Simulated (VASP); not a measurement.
Crystal: MgS5.

```
Mg S
1.0
     6.62003    0.00000    0.00000
    -3.31001    5.73311    0.00000
     0.00000    0.00000    3.27455
Mg S
1 5
Direct
  0.00000 0.00000 0.00000
  0.50000 0.00000 0.50000
  0.50000 0.50000 0.50000
  0.00000 0.50000 0.50000
  0.33333 0.66667 0.00000
  0.66667 0.33333 0.00000
```

* Program: VASP 6.6.1
* Task: relaxation of cell and atoms
* Functional: PBE
* Potentials or basis: VASP PAW PBE potentials, release 64 (Mg, S)
* Cutoff: 600 eV
* k mesh: 3 × 3 × 6
* Occupations: gaussian, width 0.1 eV
* Spin: no spin polarisation

At the start: pressure -1.1 GPa; volume 20.71 Å³/atom.

Task: How do energy, volume and symmetry change on relaxing?

Result: Over 4 steps the energy falls by 2.7 meV/atom and the volume is 20.19 Å³/atom (-2.5 %); space group P6/mmm (No. 191, to 0.05 Å).

Step by step:
```tsv
step	energy change (eV)	largest force (eV/Å)	pressure (GPa)	volume (Å³)
1	0.0000	0.0000	-1.05	124.28
2	-0.0134	0.0000	-0.12	121.85
3	-0.0144	0.0000	0.23	120.98
4	-0.0164	0.0000	0.04	121.13
```

Final structure:
```
Mg S
1.0
     6.52554    0.00000    0.00000
    -3.26277    5.65129    0.00000
     0.00000    0.00000    3.28473
Mg S
1 5
Direct
  0.00000 0.00000 0.00000
  0.50000 0.00000 0.50000
  0.50000 0.50000 0.50000
  0.00000 0.50000 0.50000
  0.33333 0.66667 0.00000
  0.66667 0.33333 0.00000
```

Caveat: the k points lie up to 0.37 Å⁻¹ apart in the final cell.
